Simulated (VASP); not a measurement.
# AlN (P2_1/m) in VASP: notebook, part 2 of 2

VASP 6.6.1. The steps go on from the part before.

**5. Single point, PBEsol (strain +0.0937 x Voigt [0, 0, 0, 0, 0, 1])**

Input file INCAR:

```
SYSTEM = AlN
  PREC = Accurate
  ENCUT = 520
  EDIFF = 1E-7
  ISMEAR = 0
  SIGMA = 0.05
  LREAL = .FALSE.
  LASPH = .TRUE.
  NELM = 60
  ALGO = Normal
  ISIF = 2
  LWAVE = .FALSE.
  LCHARG = .FALSE.
  GGA = PS
  NBANDS = 16
```

Input file KPOINTS:

```
regular mesh
0
G
  12 12 6
  0 0 0
```

Input file POSCAR:

```
AlN
1.0
    3.3121157418      0.1551726225      0.0000000000
   -1.5216744378      2.7907900614      0.0000000000
    0.0000000000      0.0000000000      4.1875630000
Al N
2 2
Direct
    0.3333333333      0.6666666667      0.7500000000
    0.6666666667      0.3333333333      0.2500000000
    0.3333333333      0.6666666667      0.2500000000
    0.6666666667      0.3333333333      0.7500000000
```

Potentials or basis: VASP PAW PBE potentials, release 64 (Al, N).

Command:

```console
$ cat potpaw_PBE.64/Al/POTCAR potpaw_PBE.64/N/POTCAR > POTCAR
$ mpirun -np 1 vasp_std > vasp.out
```

OUTCAR:

```text
SYSTEM = AlN
   PREC = Accurate
   ENCUT = 520
   EDIFF = 1E-7
   ISMEAR = 0
   LREAL = .FALSE.
   LASPH = .TRUE.
   NELM = 60
   ISIF = 2
   GGA = PS

 ion  position               nearest neighbor table
   1  0.333  0.667  0.750-   4 1.84   4 1.91   4 1.99   3 2.09   3 2.09   2 2.78   2 2.78   2 2.84
                             2 2.84   2 2.89   2 2.89
   2  0.667  0.333  0.250-   3 1.84   3 1.91   3 1.99   4 2.09   4 2.09   1 2.78   1 2.78   1 2.84
                             1 2.84   1 2.89   1 2.89
   3  0.333  0.667  0.250-   2 1.84   2 1.91   2 1.99   1 2.09   1 2.09
   4  0.667  0.333  0.750-   1 1.84   1 1.91   1 1.99   2 2.09   2 2.09

  Warning from LATTYP: Monoclinic adjustment (A1->A3, A2->A1, A3->A2)!
  LATTYP: Found a simple monoclinic cell.
 ALAT       =     3.1786793266
 B/A-ratio  =     1.3173908311
 C/A-ratio  =     1.0431214751
 COS(beta)  =    -0.4371003809

  Lattice vectors:

 A1 = (  -1.5216744378,   2.7907900614,   0.0000000000)
 A2 = (   0.0000000000,   0.0000000000,   4.1875630000)
 A3 = (   3.3121157418,   0.1551726225,   0.0000000000)

Analysis of symmetry for initial positions (statically):
=====================================================================
 Subroutine PRICEL returns:
 Original cell was already a primitive cell.

 Routine SETGRP: Setting up the symmetry group for a
 simple monoclinic supercell.

 Subroutine GETGRP returns: Found  4 space group operations
 (whereof  2 operations were pure point group operations)
 out of a pool of  4 trial point group operations.

The static configuration has the point symmetry S_2 .
 The point group associated with its full space group is C_2h.

Analysis of symmetry for dynamics (positions and initial velocities):
=====================================================================
 Subroutine PRICEL returns:
 Original cell was already a primitive cell.

 Routine SETGRP: Setting up the symmetry group for a
 simple monoclinic supercell.

 Subroutine GETGRP returns: Found  4 space group operations
 (whereof  2 operations were pure point group operations)
 out of a pool of  4 trial point group operations.

The dynamic configuration has the point symmetry S_2 .
[... 130 lines left out ...]
   LHFCALC =     F    Hartree Fock is set to
   AEXX    =    0.0000 exact exchange contribution
   IVDW    =     0    specifies the selected vdW correction
   LEPSILON=     F    determine dielectric tensor
   LRPA    =     F    only Hartree local field effects (RPA)
 non-spin polarized calculation
 Gauss-broadening in eV      SIGMA  =   0.05
  energy-cutoff  :      520.00
  volume of cell :       39.70
 maximum number of plane-waves:      1088
 NGX is ok and might be reduce to    28
   NGX = 13   NGY = 11   NGZ = 15

 number of electron      15.9999996 magnetization

 Free energy of the ion-electron system (eV)
  ---------------------------------------------------
  ext. energy  EPLUGINS =         0.00000000
  ---------------------------------------------------
  free energy    TOTEN  =       -30.75749956 eV

  energy without entropy =      -30.75749956  energy(sigma->0) =      -30.75749956

 E-fermi :   8.0727     XC(G=0): -11.3639

 val. band max:        7.8714322835   @ k =   0.0000   0.0000   0.0000
 cond. band min:      11.0040953945   @ k =   0.0000   0.0000   0.0000
 fundamental gap:      3.1326631111
 Fermi energy:         8.0727007370

 k-point     1 :       0.0000    0.0000    0.0000
  band No.  band energies     occupation
      1      -8.9047      2.00000
      2      -5.2273      2.00000
      3       0.9388      2.00000
      4       4.4229      2.00000
      5       4.8099      2.00000
      6       6.0579      2.00000
[... 433 lines left out ...]
      3       1.3635      2.00000
      4       2.7751      2.00000
      5       3.1785      2.00000
      6       4.0471      2.00000
[... 8 lines left out ...]
     15      20.1734      0.00000
     16      20.7573      0.00000

 [... further k-points ...]

------------------------ aborting loop because EDIFF is reached ----------------------------------------

  FORCE on cell =-STRESS in cart. coord.  units (eV):
  Direction    XX          YY          ZZ          XY          YZ          ZX
  --------------------------------------------------------------------------------------
  -------------------------------------------------------------------------------------
  Total        0.0289729     -0.3194821     -1.1389053     -3.8770121      0.0000000      0.0000000
  in kB        1.1693758    -12.8946153    -45.9673545   -156.4800696      0.0000000      0.0000000
  external PRESSURE =     -19.2308647 kB  Pullay stress =       0.0000000 kB

 VOLUME and BASIS-vectors are now :
 -----------------------------------------------------------------------------
  energy-cutoff  :      520.00
  volume of cell :       39.70
      direct lattice vectors                 reciprocal lattice vectors
     3.312115742  0.155172622  0.000000000     0.294401363  0.160521938  0.000000000
    -1.521674438  2.790790061  0.000000000    -0.016369211  0.349396181  0.000000000
     0.000000000  0.000000000  4.187563000     0.000000000  0.000000000  0.238802377

 POSITION                                       TOTAL-FORCE (eV/Angst)
 -----------------------------------------------------------------------------------
      0.08959      1.91225      3.14067        -1.046104      0.194193     -0.000000
      1.70085      1.03371      1.04689         1.046104     -0.194193      0.000000
      0.08959      1.91225      1.04689        -1.281929      0.196637      0.000000
      1.70085      1.03371      3.14067         1.281929     -0.196637      0.000000
 -----------------------------------------------------------------------------------
    total drift:                                0.000000     -0.000000     -0.000000

  FREE ENERGIE OF THE ION-ELECTRON SYSTEM (eV)
  ---------------------------------------------------
  free  energy   TOTEN  =       -30.7574995552 eV

  energy  without entropy=      -30.7574995552  energy(sigma->0) =      -30.75749956
```

stdout:

```text
POSCAR found type information on POSCAR AlN
 POSCAR found :  2 types and       4 ions
 scaLAPACK will be used
 -----------------------------------------------------------------------------
|                                                                             |
|                                                                             |
|     You enforced a specific xc type in the INCAR file but a different       |
|     I HOPE YOU KNOW WHAT YOU ARE DOING!                                     |
|                                                                             |
 -----------------------------------------------------------------------------

 LDA part: xc-table for (Slater+PW92), standard interpolation
 POSCAR, INCAR and KPOINTS ok, starting setup
 FFT: planning ... GRIDC
 FFT: planning ... GRID_SOFT
 FFT: planning ... GRID
 WAVECAR not read
 entering main loop
```

It took 67 s on 1 thread of Intel Xeon 6975P-C (Granite Rapids), shared host; peak memory 0.27 GiB.

What came out:

```
Free energy            : -30.7575 eV
Pressure               : -1.9 GPa
Largest force          : 1.297 eV/Å
Band gap on the k mesh : 3.13 eV
```

Forces on the atoms (eV/Å):
```
Al  -1.046  0.194  0.000
Al   1.046 -0.194  0.000
N   -1.282  0.197  0.000
N    1.282 -0.197  0.000
```

Caveat: the cell differs from its parent crystal (strain +0.0937 x Voigt [0, 0, 0, 0, 0, 1]); the PAW data sets were made with another functional, which shifts forces and pressure a little. A k mesh can miss the band edges.

**6. Single point, PBEsol (strain -0.0750 x Voigt [0, 0, 0, 0, 0, 1])**

Input file INCAR:

```
PREC = Accurate
ENCUT = 520
EDIFF = 1E-6
ISMEAR = 0
SIGMA = 0.05
LREAL = F
LASPH = T
NELM = 60
ALGO = Normal
ISIF = 2
LWAVE = F
LCHARG = F
GGA = PS
NBANDS = 16
```

Input file KPOINTS:

```
regular mesh
0
Gamma
  12 12 6
```

POSCAR, as its differences from that of step 5:

```diff
@@ -2,4 +2,4 @@
 1.0
-    3.3121157418      0.1551726225      0.0000000000
-   -1.5216744378      2.7907900614      0.0000000000
+    3.3121157418     -0.1242043403      0.0000000000
+   -1.7636219849      2.9304785428      0.0000000000
     0.0000000000      0.0000000000      4.1875630000
```

Potentials or basis: VASP PAW PBE potentials, release 64 (Al, N).

Command:

```console
$ cat potpaw_PBE.64/Al/POTCAR potpaw_PBE.64/N/POTCAR > POTCAR
$ mpirun -np 1 vasp_std > vasp.out
```

OUTCAR:

```text
PREC = Accurate
   ENCUT = 520
   EDIFF = 1E-6
   ISMEAR = 0
   LREAL = F
   LASPH = T
   NELM = 60
   ISIF = 2
   GGA = PS

 ion  position               nearest neighbor table
   1  0.333  0.667  0.750-   4 1.85   4 1.91   4 1.97   3 2.09   3 2.09   2 2.79   2 2.79   2 2.84
                             2 2.84   2 2.88   2 2.88
   2  0.667  0.333  0.250-   3 1.85   3 1.91   3 1.97   4 2.09   4 2.09   1 2.79   1 2.79   1 2.84
                             1 2.84   1 2.88   1 2.88
   3  0.333  0.667  0.250-   2 1.85   2 1.91   2 1.97   1 2.09   1 2.09
   4  0.667  0.333  0.750-   1 1.85   1 1.91   1 1.97   2 2.09   2 2.09

  LATTYP: Found a simple monoclinic cell.
 ALAT       =     3.2051533216
 B/A-ratio  =     1.3065094178
 C/A-ratio  =     1.0340983480
 COS(beta)  =    -0.4499768365

  Lattice vectors:

 A1 = (   1.5484937569,   2.8062742025,   0.0000000000)
 A2 = (   0.0000000000,   0.0000000000,  -4.1875630000)
 A3 = (  -3.3121157418,   0.1242043403,   0.0000000000)

Analysis of symmetry for initial positions (statically):
=====================================================================
 Subroutine PRICEL returns:
 Original cell was already a primitive cell.

 Routine SETGRP: Setting up the symmetry group for a
 simple monoclinic supercell.

 Subroutine GETGRP returns: Found  4 space group operations
 (whereof  2 operations were pure point group operations)
 out of a pool of  4 trial point group operations.

The static configuration has the point symmetry S_2 .
 The point group associated with its full space group is C_2h.

Analysis of symmetry for dynamics (positions and initial velocities):
=====================================================================
 Subroutine PRICEL returns:
 Original cell was already a primitive cell.

 Routine SETGRP: Setting up the symmetry group for a
 simple monoclinic supercell.

[... 130 lines left out ...]
  volume/ion in A,a.u.               =       9.93        67.02
  Fermi-wavevector in a.u.,A,eV,Ry     =   1.208976  2.284633 19.886576  1.461622
  Thomas-Fermi vector in A             =   2.344567
   LORBIT       =      0    0 simple, 1 ext, 2 COOP (PROOUT), +10 PAW based schemes
   GGA     = PS    functional components
   LHFCALC =     F    Hartree Fock is set to
   AEXX    =    0.0000 exact exchange contribution
   IVDW    =     0    specifies the selected vdW correction
   LEPSILON=     F    determine dielectric tensor
   LRPA    =     F    only Hartree local field effects (RPA)
 non-spin polarized calculation
 Gauss-broadening in eV      SIGMA  =   0.05
  energy-cutoff  :      520.00
  volume of cell :       39.73
 maximum number of plane-waves:      1092
 NGX is ok and might be reduce to    28
   NGX = 13   NGY = 13   NGZ = 15

 number of electron      15.9999998 magnetization

 Free energy of the ion-electron system (eV)
  ---------------------------------------------------
  ext. energy  EPLUGINS =         0.00000000
  ---------------------------------------------------
  free energy    TOTEN  =       -30.82262393 eV

  energy without entropy =      -30.82262393  energy(sigma->0) =      -30.82262393

 E-fermi :   8.0917     XC(G=0): -11.3600

 val. band max:        7.8672918623   @ k =   0.0000   0.0000   0.0000
 cond. band min:      11.0193841578   @ k =   0.0000   0.0000   0.0000
 fundamental gap:      3.1520922955
 Fermi energy:         8.0917350061

 k-point     1 :       0.0000    0.0000    0.0000
  band No.  band energies     occupation
      1      -8.9052      2.00000
      2      -5.2293      2.00000
      3       0.9384      2.00000
      4       4.4489      2.00000
      5       4.7551      2.00000
      6       6.0928      2.00000
[... 433 lines left out ...]
      3       1.5659      2.00000
      4       2.8238      2.00000
      5       3.2298      2.00000
      6       3.8139      2.00000
[... 8 lines left out ...]
     15      20.5036      0.00000
     16      20.8901      0.00000

 [... further k-points ...]

------------------------ aborting loop because EDIFF is reached ----------------------------------------

  FORCE on cell =-STRESS in cart. coord.  units (eV):
  Direction    XX          YY          ZZ          XY          YZ          ZX
  --------------------------------------------------------------------------------------
  -------------------------------------------------------------------------------------
  Total       -0.2729783     -0.4953926     -1.1000960      3.0955425      0.0000000      0.0000000
  in kB      -11.0089762    -19.9787460    -44.3659036    124.8405025      0.0000000      0.0000000
  external PRESSURE =     -25.1178753 kB  Pullay stress =       0.0000000 kB

 VOLUME and BASIS-vectors are now :
 -----------------------------------------------------------------------------
  energy-cutoff  :      520.00
  volume of cell :       39.73
      direct lattice vectors                 reciprocal lattice vectors
     3.312115742 -0.124204340  0.000000000     0.308892996  0.185898129  0.000000000
    -1.763621985  2.930478543  0.000000000     0.013092009  0.349120234  0.000000000
     0.000000000  0.000000000  4.187563000     0.000000000  0.000000000  0.238802377

 POSITION                                       TOTAL-FORCE (eV/Angst)
 -----------------------------------------------------------------------------------
     -0.07171      1.91225      3.14067         0.826680      0.124553      0.000000
      1.62020      0.89402      1.04689        -0.826680     -0.124553     -0.000000
     -0.07171      1.91225      1.04689         1.015870      0.126186     -0.000000
      1.62020      0.89402      3.14067        -1.015870     -0.126186      0.000000
 -----------------------------------------------------------------------------------
    total drift:                                0.000000     -0.000000     -0.000000

  FREE ENERGIE OF THE ION-ELECTRON SYSTEM (eV)
  ---------------------------------------------------
  free  energy   TOTEN  =       -30.8226239260 eV

  energy  without entropy=      -30.8226239260  energy(sigma->0) =      -30.82262393
```

It took 74 s on 1 thread of Intel Xeon 6975P-C (Granite Rapids), shared host; peak memory 0.28 GiB.

What came out:

```yaml
Free_energy: -30.8226 eV
Pressure: -2.5 GPa
Largest_force: 1.024 eV/Å
Band_gap_on_the_k_mesh: 3.15 eV
```

Forces in eV/Å, atoms in the order of the input:
```
Al   0.827  0.125  0.000
Al  -0.827 -0.125  0.000
N    1.016  0.126  0.000
N   -1.016 -0.126  0.000
```

Caveat: the cell differs from its parent crystal (strain -0.0750 x Voigt [0, 0, 0, 0, 0, 1]); the PAW data sets were made with another functional, which shifts forces and pressure a little. A k mesh can miss the band edges.

**7. Summary**

```tsv
cell	gap on the mesh (eV)	pressure (GPa)	largest force (eV/Å)
a = 3.321, b = 3.529, c = 4.188 Å, angles 90.0, 90.0, 126.3°, 4 atoms	2.86	0.6	2.20
a = 3.317, b = 3.152, c = 4.188 Å, angles 90.0, 90.0, 115.1°, 4 atoms	3.04	-1.2	1.58
a = 3.319, b = 3.126, c = 4.188 Å, angles 90.0, 90.0, 114.3°, 4 atoms	2.95	-0.4	1.88
a = 3.316, b = 3.179, c = 4.188 Å, angles 90.0, 90.0, 115.9°, 4 atoms	3.13	-1.9	1.30
a = 3.314, b = 3.420, c = 4.188 Å, angles 90.0, 90.0, 123.2°, 4 atoms	3.15	-2.5	1.02
```

Alike in all rows: task single point; level PBEsol; potentials or basis VASP PAW PBE potentials, release 64 (Al, N); no spin polarisation; k mesh 12 × 12 × 6; cutoff (eV) 520; smearing gaussian 0.05 eV.

Caveats: the PAW data sets were made with another functional, which shifts forces and pressure a little; the stress differs along the axes, from -5 to 5 GPa (at least some runs); the stress differs along the axes, from -5 to 2 GPa (at least some runs); the stress differs along the axes, from -5 to 3 GPa (at least some runs).

Absolute energies hang on the potentials; compare differences alone.
